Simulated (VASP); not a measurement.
Runs of VASP 6.6.1 on CsBr. The structure is that of space group Pm-3m (No. 221), or close to it. The cells are those of the table. 

```tsv
level	cell	cutoff (eV)	gap on the mesh (eV)	pressure (GPa)
r2SCAN	a = 4.320 Å, 2 atoms	550	5.19	0.1
PBE	a = 4.345 Å, 2 atoms	500	4.36	(a)
PBE	a = 4.389 Å, 2 atoms	500	4.24	(b)
PBE	a = 4.320 Å, 2 atoms	500	4.42	0.7
r2SCAN	a = 4.276 Å, 2 atoms	550	5.32	0.6
r2SCAN	a = 4.231 Å, 2 atoms	550	5.35	1.2
PBE	a = 4.300 Å, 2 atoms	500	4.48	0.9
r2SCAN	a = 4.362 Å, 2 atoms	550	5.06	-0.3
PBE	a = 4.475 Å, 2 atoms	500	4.04	-0.6
PBE	a = 4.433 Å, 2 atoms	500	4.14	-0.3
r2SCAN	a = 4.404 Å, 2 atoms	550	4.94	-0.7
```

Alike in all rows: task single point; potentials or basis VASP PAW PBE potentials, release 64 (Cs_sv, Br); no spin polarisation; k mesh 6 × 6 × 6; smearing gaussian 0.01 eV.

Task: Estimate the missing entries.

Result: (a) 0.5; (b) 0.0.

Caveats: spin-orbit coupling is left out, which moves the levels of the heavy elements; the PAW data sets were made with another functional, which shifts forces and pressure a little (some runs).

A k mesh can miss the band edges, and the runs leave out spin-orbit coupling on Br, Cs.
